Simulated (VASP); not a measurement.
# C (R-3m) in VASP: electric field gradients with PBE

Aim: the electric field gradients of C with PBE.

All numbers are computed with VASP 6.6.1; they aren't measurements. Logs are shortened: lines on timing, memory, paths and dates and some standing lists are left out, and cuts for length are marked.

### 1 The cell of the first run

Symmetry: R-3m, No. 166, trigonal system. Conventional cell: a = 2.456 Å, b = 2.456 Å, c = 10.041 Å, α = 90.00°, β = 90.00°, γ = 120.00°. C (site symmetry 3m) has 3 C at 1.42 Å within 1.9 Å.

### 2 Electric field gradients, PBE

File INCAR:

```
SYSTEM = C
  PREC = Accurate
  ENCUT = 520
  EDIFF = 1E-8
  ISMEAR = 0
  SIGMA = 0.01
  LREAL = Auto
  LASPH = .TRUE.
  NELM = 100
  ALGO = Normal
  ISIF = 2
  LWAVE = .FALSE.
  LCHARG = .FALSE.
  GGA = PE
  LEFG = .TRUE.
  NBANDS = 96
```

File KPOINTS:

```
regular mesh
0
G
  6 4 4
  0 0 0
```

File POSCAR:

```
C
1.0
    2.4560574228      1.4180054142      6.6940228996
   -3.6840861342      2.1270081213     10.0410343494
    0.0000000000     -4.2540162426     10.0410343494
C
36
Direct
    0.4166887806      0.2777925204      0.2777925204
    0.4166887806      0.2777925204      0.6111258537
    0.4166887806      0.2777925204      0.9444591871
    0.4166887806      0.6111258537      0.2777925204
    0.4166887806      0.6111258537      0.6111258537
    0.4166887806      0.6111258537      0.9444591871
    0.4166887806      0.9444591871      0.2777925204
    0.4166887806      0.9444591871      0.6111258537
    0.4166887806      0.9444591871      0.9444591871
    0.9166887806      0.2777925204      0.2777925204
    0.9166887806      0.2777925204      0.6111258537
    0.9166887806      0.2777925204      0.9444591871
    0.9166887806      0.6111258537      0.2777925204
    0.9166887806      0.6111258537      0.6111258537
    0.9166887806      0.6111258537      0.9444591871
    0.9166887806      0.9444591871      0.2777925204
    0.9166887806      0.9444591871      0.6111258537
    0.9166887806      0.9444591871      0.9444591871
    0.0833112194      0.0555408129      0.0555408129
    0.0833112194      0.0555408129      0.3888741463
    0.0833112194      0.0555408129      0.7222074796
    0.0833112194      0.3888741463      0.0555408129
    0.0833112194      0.3888741463      0.3888741463
    0.0833112194      0.3888741463      0.7222074796
    0.0833112194      0.7222074796      0.0555408129
    0.0833112194      0.7222074796      0.3888741463
    0.0833112194      0.7222074796      0.7222074796
    0.5833112194      0.0555408129      0.0555408129
    0.5833112194      0.0555408129      0.3888741463
    0.5833112194      0.0555408129      0.7222074796
    0.5833112194      0.3888741463      0.0555408129
    0.5833112194      0.3888741463      0.3888741463
    0.5833112194      0.3888741463      0.7222074796
    0.5833112194      0.7222074796      0.0555408129
    0.5833112194      0.7222074796      0.3888741463
    0.5833112194      0.7222074796      0.7222074796
```

Potentials or basis: VASP PAW PBE potentials, release 64 (C).

The run is started by

```sh
cat potpaw_PBE.64/C/POTCAR > POTCAR
mpirun -np 1 vasp_std > vasp.out
```

OUTCAR:

```text
SYSTEM = C
   PREC = Accurate
   ENCUT = 520
   EDIFF = 1E-8
   ISMEAR = 0
   LREAL = Auto
   LASPH = .TRUE.
   NELM = 100
   ISIF = 2
   GGA = PE

 ion  position               nearest neighbor table
   1  0.417  0.278  0.278-  23 1.42  29 1.42  31 1.42
   2  0.417  0.278  0.611-  32 1.42  24 1.42  30 1.42
   3  0.417  0.278  0.944-  22 1.42  28 1.42  33 1.42
   4  0.417  0.611  0.278-  32 1.42  26 1.42  34 1.42
   5  0.417  0.611  0.611-  33 1.42  35 1.42  27 1.42
   6  0.417  0.611  0.944-  31 1.42  25 1.42  36 1.42
[... 28 lines left out ...]
  35  0.583  0.722  0.389-   5 1.42  13 1.42   7 1.42
  36  0.583  0.722  0.722-  14 1.42   8 1.42   6 1.42

  LATTYP: Found a base centered monoclinic cell.
 ALAT       =    11.9723085059
 B/A-ratio  =     0.6154345475
 C/A-ratio  =     0.6072346028
 COS(beta)  =    -0.1914044546

  Lattice vectors:

 A1 = (   6.1401435570,  -0.7090027071,  -3.3470114498)
 A2 = (   2.4560574228,   5.6720216568,  -3.3470114498)
 A3 = (   2.4560574228,   1.4180054142,   6.6940228996)

Analysis of symmetry for initial positions (statically):
=====================================================================
 Subroutine PRICEL returns following result:

  LATTYP: Found a trigonal (rhomboedric) cell.
 ALAT       =     3.6349999996
 COS(alpha) =     0.7717355882

  Lattice vectors:

 A1 = (   1.2280287114,   0.7090027071,   3.3470114498)
 A2 = (  -1.2280287113,   0.7090027070,   3.3470114495)
 A3 = (   0.0000000000,  -1.4180054141,   3.3470114495)

  18 primitive cells build up your supercell.

 Routine SETGRP: Setting up the symmetry group for a
 base centered monoclinic supercell.

 Subroutine GETGRP returns: Found  4 space group operations
 (whereof  4 operations were pure point group operations)
 out of a pool of  4 trial point group operations.

The static configuration has the point symmetry C_2h.

Analysis of symmetry for dynamics (positions and initial velocities):
=====================================================================
 Subroutine PRICEL returns following result:

  LATTYP: Found a trigonal (rhomboedric) cell.
 ALAT       =     3.6349999996
 COS(alpha) =     0.7717355882

  Lattice vectors:

 A1 = (   1.2280287114,   0.7090027071,   3.3470114498)
 A2 = (  -1.2280287113,   0.7090027070,   3.3470114495)
 A3 = (   0.0000000000,  -1.4180054141,   3.3470114495)

  18 primitive cells build up your supercell.

 Routine SETGRP: Setting up the symmetry group for a
 base centered monoclinic supercell.

 Subroutine GETGRP returns: Found  4 space group operations
 (whereof  4 operations were pure point group operations)
 out of a pool of  4 trial point group operations.

The dynamic configuration has the point symmetry C_2h.

 Subroutine INISYM returns: Found  4 space group operations
 (whereof  4 operations are pure point group operations),
 and found    18 'primitive' translations

----------------------------------------------------------------------------------------

                                     Primitive cell

  volume of cell :      17.4850

  direct lattice vectors                    reciprocal lattice vectors
     1.228028711  0.709002707  3.347011450     0.407156604  0.235071975  0.099591333
    -1.228028711  0.709002707  3.347011449    -0.407156604  0.235071975  0.099591333
     0.000000000 -1.418005414  3.347011449     0.000000000 -0.470143950  0.099591333

  length of vectors
     3.635000000  3.635000000  3.635000000     0.480576495  0.480576495  0.480576495

  position of ions in fractional coordinates (direct lattice)
     0.833377561  0.833377561  0.833377561
     0.166622439  0.166622439  0.166622439

  ion indices of the primitive-cell ions
   primitive index   ion index
                 1           1
                 2          32

[... 78 lines left out ...]
   NGX,Y,Z   is equivalent  to a cutoff of  12.35, 12.81, 12.81 a.u.
   NGXF,Y,Z  is equivalent  to a cutoff of  24.70, 25.61, 25.61 a.u.
 SYSTEM =  C
   PREC   = accura    normal or accurate (medium, high low for compatibility)
   ISTART =      0    job   : 0-new  1-cont  2-samecut
   ICHARG =      2    charge: 1-file 2-atom 10-const
   ISPIN  =      1    spin polarized calculation?
   LNONCOLLINEAR =      F non collinear calculations
   LSORBIT =      F    spin-orbit coupling
   LASPH  =      T    aspherical Exc in radial PAW
   ENCUT  =  520.0 eV  38.22 Ry    6.18 a.u.  13.52 20.28 20.28*2*pi/ulx,y,z
   NELM   =    100;   NELMIN=  2; NELMDL= -5     # of ELM steps
   EDIFF  = 0.1E-07   stopping-criterion for ELM
   LREAL  =      T    real-space projection
   EDIFFG = 0.1E-06   stopping-criterion for IOM
   NSW    =      0    number of steps for IOM
   IBRION =     -1    ionic relax: 0-MD 1-quasi-New 2-CG
   NFREE  =      0    steps in history (QN), initial steepest desc. (CG)
   ISIF   =      2    stress and relaxation
   ISYM   =      2    0-nonsym 1-usesym 2-fastsym
   POTIM  = 0.5000    time-step for ionic-motion
   TEBEG  =    0.0;   TEEND  =   0.0 temperature during run
   PSTRESS=    0.0 pullay stress
   NELECT =     144.0000    total number of electrons
   NUPDOWN=      -1.0000    fix difference up-down
   EMIN   =  10.00;   EMAX   =-10.00  energy-range for DOS
   EFERMI =   0.00;   METHOD = LEGACY
   ISMEAR =     0;   SIGMA  =   0.01  broadening in eV -4-tet -1-fermi 0-gaus
   EFERMI_NEDOS =   21; number of points for ismear=-14 and -15
   IALGO  =     38    algorithm
   IMIX   =      4    mixing-type and parameters
     AMIX     =   0.40;   BMIX     =  1.00
     AMIX_MAG =   1.60;   BMIX_MAG =  1.00
  volume/ion in A,a.u.               =       8.74        59.00
  Fermi-wavevector in a.u.,A,eV,Ry     =   1.261488  2.383867 21.651666  1.591353
  Thomas-Fermi vector in A             =   2.394945
   LORBIT       =      0    0 simple, 1 ext, 2 COOP (PROOUT), +10 PAW based schemes
   GGA     = PE    functional components
   LHFCALC =     F    Hartree Fock is set to
   AEXX    =    0.0000 exact exchange contribution
   IVDW    =     0    specifies the selected vdW correction
   LEPSILON=     F    determine dielectric tensor
   LRPA    =     F    only Hartree local field effects (RPA)
 non-spin polarized calculation
 Gauss-broadening in eV      SIGMA  =   0.01
  energy-cutoff  :      520.00
  volume of cell :      314.73
 maximum number of plane-waves:      8511
   NGX = 27   NGY = 41   NGZ = 41

 number of electron     144.0000006 magnetization

 Free energy of the ion-electron system (eV)
  ---------------------------------------------------
  ext. energy  EPLUGINS =         0.00000000
  ---------------------------------------------------
  free energy    TOTEN  =      -331.54039730 eV

  energy without entropy =     -331.54039730  energy(sigma->0) =     -331.54039730

 E-fermi :   4.4964     XC(G=0): -10.3622

 val. band max:        4.4382752568   @ k =   0.3333  -0.0000  -0.0000
 cond. band min:       5.0980281074   @ k =   0.3333  -0.0000  -0.0000
 fundamental gap:      0.6597528506
 Fermi energy:         4.4964039374

 k-point     1 :       0.0000    0.0000    0.0000
  band No.  band energies     occupation
      1     -14.9779      2.00000
      2     -14.0566      2.00000
      3     -14.0566      2.00000
      4     -12.7301      2.00000
      5     -12.7301      2.00000
      6     -12.3213      2.00000
[... 2077 lines left out ...]
     83       9.4441      0.00000
     84      10.4257      0.00000

 [... further k-points ...]

 [bands above 84 left out]

------------------------ aborting loop because EDIFF is reached ----------------------------------------

  FORCE on cell =-STRESS in cart. coord.  units (eV):
  Direction    XX          YY          ZZ          XY          YZ          ZX
  --------------------------------------------------------------------------------------
  -------------------------------------------------------------------------------------
  Total       11.3496203     11.4024676      6.6761599     -0.0457671      0.0044142      0.0076456
  in kB       57.7769416     58.0459685     33.9859915     -0.2329842      0.0224711      0.0389210
  external PRESSURE =      49.9363005 kB  Pullay stress =       0.0000000 kB

 VOLUME and BASIS-vectors are now :
 -----------------------------------------------------------------------------
  energy-cutoff  :      520.00
  volume of cell :      314.73
      direct lattice vectors                 reciprocal lattice vectors
     2.456057423  1.418005414  6.694022900     0.203578302  0.117535988  0.049795667
    -3.684086134  2.127008121 10.041034349    -0.135718868  0.078357325  0.033197111
     0.000000000 -4.254016243 10.041034349     0.000000000 -0.156714650  0.033197111

 POSITION                                       TOTAL-FORCE (eV/Angst)
 -----------------------------------------------------------------------------------
      0.00000      0.00000      8.36797        -0.004255     -0.002457      0.010696
      0.00000     -1.41801     11.71498        -0.004255     -0.002457      0.010696
      0.00000     -2.83601     15.06200        -0.004255     -0.002457      0.010696
     -1.22803      0.70900     11.71498        -0.004255     -0.002457      0.010696
     -1.22803     -0.70900     15.06200        -0.004255     -0.002457      0.010696
     -1.22803     -2.12701     18.40901        -0.004255     -0.002457      0.010696
[... 28 lines left out ...]
     -1.22803      0.70900     15.06111         0.004255      0.002457     -0.010696
     -1.22803     -0.70900     18.40812         0.004255      0.002457     -0.010696
 -----------------------------------------------------------------------------------
    total drift:                               -0.000000      0.000000     -0.000000

  FREE ENERGIE OF THE ION-ELECTRON SYSTEM (eV)
  ---------------------------------------------------
  free  energy   TOTEN  =      -331.5403972992 eV

  energy  without entropy=     -331.5403972992  energy(sigma->0) =     -331.54039730

 Electric field gradients (V/A^2)
---------------------------------------------------------------------
 ion       V_xx      V_yy      V_zz      V_xy      V_xz      V_yz
---------------------------------------------------------------------
   1     -15.568   -15.568    31.137    -0.000    -0.000    -0.000
   2     -15.568   -15.568    31.137    -0.000    -0.000    -0.000
   3     -15.568   -15.568    31.137    -0.000    -0.000    -0.000
   4     -15.568   -15.568    31.137    -0.000    -0.000    -0.000
   5     -15.568   -15.568    31.137    -0.000    -0.000    -0.000
   6     -15.568   -15.568    31.137    -0.000    -0.000    -0.000
[... 28 lines left out ...]
  35     -15.568   -15.568    31.137    -0.000    -0.000    -0.000
  36     -15.568   -15.568    31.137    -0.000    -0.000    -0.000
---------------------------------------------------------------------

 Electric field gradients after diagonalization (V/A^2)
 (convention: |V_zz| > |V_xx| > |V_yy|)
----------------------------------------------------------------------
 ion       V_xx      V_yy      V_zz     asymmetry (V_yy - V_xx)/ V_zz
----------------------------------------------------------------------
   1     -15.569   -15.568    31.137       0.000
   2     -15.569   -15.568    31.137       0.000
   3     -15.569   -15.568    31.137       0.000
   4     -15.569   -15.568    31.137       0.000
   5     -15.569   -15.568    31.137       0.000
   6     -15.569   -15.568    31.137       0.000
[... 28 lines left out ...]
  35     -15.569   -15.568    31.137       0.000
  36     -15.569   -15.568    31.137       0.000
----------------------------------------------------------------------

           NMR quadrupolar parameters

 Cq : quadrupolar parameter    Cq=e*Q*V_zz/h
 eta: asymmetry parameters     (V_yy - V_xx)/ V_zz
 Q  : nuclear electric quadrupole moment in mb (millibarn)
----------------------------------------------------------------------
 ion       Cq(MHz)       eta       Q (mb)
----------------------------------------------------------------------
   1       0.075       0.000       1.000
   2       0.075       0.000       1.000
   3       0.075       0.000       1.000
   4       0.075       0.000       1.000
   5       0.075       0.000       1.000
   6       0.075       0.000       1.000
[... 28 lines left out ...]
  35       0.075       0.000       1.000
  36       0.075       0.000       1.000
----------------------------------------------------------------------
```

Run time: 64 min. Hardware: 1 thread of Intel Xeon Platinum 8488C (Sapphire Rapids), shared host; peak memory 1.1 GiB.

Results:

| Item | Value |
| --- | --- |
| Free energy | -331.5404 eV |
| Pressure | 5.0 GPa |
| Largest force | 0.012 eV/Å |
| Band gap on the k mesh | 0.66 eV |

Forces on the atoms (eV/Å):
```
C   -0.004 -0.002  0.011
C   -0.004 -0.002  0.011
C   -0.004 -0.002  0.011
C   -0.004 -0.002  0.011
C   -0.004 -0.002  0.011
C   -0.004 -0.002  0.011
C   -0.004 -0.002  0.011
C   -0.004 -0.002  0.011
C   -0.004 -0.002  0.011
C   -0.004 -0.002  0.011
C   -0.004 -0.002  0.011
C   -0.004 -0.002  0.011
C   -0.004 -0.002  0.011
C   -0.004 -0.002  0.011
C   -0.004 -0.002  0.011
C   -0.004 -0.002  0.011
C   -0.004 -0.002  0.011
C   -0.004 -0.002  0.011
C    0.004  0.002 -0.011
C    0.004  0.002 -0.011
C    0.004  0.002 -0.011
C    0.004  0.002 -0.011
C    0.004  0.002 -0.011
C    0.004  0.002 -0.011
C    0.004  0.002 -0.011
C    0.004  0.002 -0.011
C    0.004  0.002 -0.011
C    0.004  0.002 -0.011
C    0.004  0.002 -0.011
C    0.004  0.002 -0.011
C    0.004  0.002 -0.011
C    0.004  0.002 -0.011
C    0.004  0.002 -0.011
C    0.004  0.002 -0.011
C    0.004  0.002 -0.011
C    0.004  0.002 -0.011
```

Levels at points of the mesh, in eV from the valence-band top:
| k point | band 70 | band 71 | band 72 | band 73 | band 74 | band 75 |
| --- | --- | --- | --- | --- | --- | --- |
| (0.00, 0.00, 0.00) | -1.68 | 0.00 | 0.00 | 0.66 | 0.66 | 2.35 |
| (0.50, 0.00, 0.00) | -0.52 | -0.52 | -0.52 | 1.42 | 1.42 | 1.42 |
| (0.00, 0.50, 0.00) | -1.68 | -1.67 | -1.67 | 1.65 | 2.35 | 2.62 |
| (0.50, 0.50, 0.00) | -2.00 | -1.53 | -1.53 | 1.92 | 1.92 | 2.03 |
| (0.00, 0.50, 0.50) | -2.19 | -0.02 | -0.02 | 0.68 | 0.68 | 1.65 |
| (0.50, 0.50, 0.50) | -1.55 | -1.55 | -1.55 | 1.90 | 1.90 | 1.90 |

Electric field gradients, principal values (V/Å²):
| atom | least | middle | greatest (by size) |
| --- | --- | --- | --- |
| 1 C | -15.568 | -15.569 | 31.137 |
| 2 C | -15.568 | -15.569 | 31.137 |
| 3 C | -15.568 | -15.569 | 31.137 |
| 4 C | -15.568 | -15.569 | 31.137 |
| 5 C | -15.568 | -15.569 | 31.137 |
| 6 C | -15.568 | -15.569 | 31.137 |
| 7 C | -15.568 | -15.569 | 31.137 |
| 8 C | -15.568 | -15.569 | 31.137 |
| 9 C | -15.568 | -15.569 | 31.137 |
| 10 C | -15.568 | -15.569 | 31.137 |
| 11 C | -15.568 | -15.569 | 31.137 |
| 12 C | -15.568 | -15.569 | 31.137 |
| 13 C | -15.568 | -15.569 | 31.137 |
| 14 C | -15.568 | -15.569 | 31.137 |
| 15 C | -15.568 | -15.569 | 31.137 |
| 16 C | -15.568 | -15.569 | 31.137 |
| 17 C | -15.568 | -15.569 | 31.137 |
| 18 C | -15.568 | -15.569 | 31.137 |
| 19 C | -15.568 | -15.569 | 31.137 |
| 20 C | -15.568 | -15.569 | 31.137 |
| 21 C | -15.568 | -15.569 | 31.137 |
| 22 C | -15.568 | -15.569 | 31.137 |
| 23 C | -15.568 | -15.569 | 31.137 |
| 24 C | -15.568 | -15.569 | 31.137 |
| 25 C | -15.568 | -15.569 | 31.137 |
| 26 C | -15.568 | -15.569 | 31.137 |
| 27 C | -15.568 | -15.569 | 31.137 |
| 28 C | -15.568 | -15.569 | 31.137 |
| 29 C | -15.568 | -15.569 | 31.137 |
| 30 C | -15.568 | -15.569 | 31.137 |
| 31 C | -15.568 | -15.569 | 31.137 |
| 32 C | -15.568 | -15.569 | 31.137 |
| 33 C | -15.568 | -15.569 | 31.137 |
| 34 C | -15.568 | -15.569 | 31.137 |
| 35 C | -15.568 | -15.569 | 31.137 |
| 36 C | -15.568 | -15.569 | 31.137 |

Caveat: without QUAD_EFG the Cq values of the log hold for a quadrupole moment of 1 mb, not for the nuclei. A k mesh can miss the band edges.
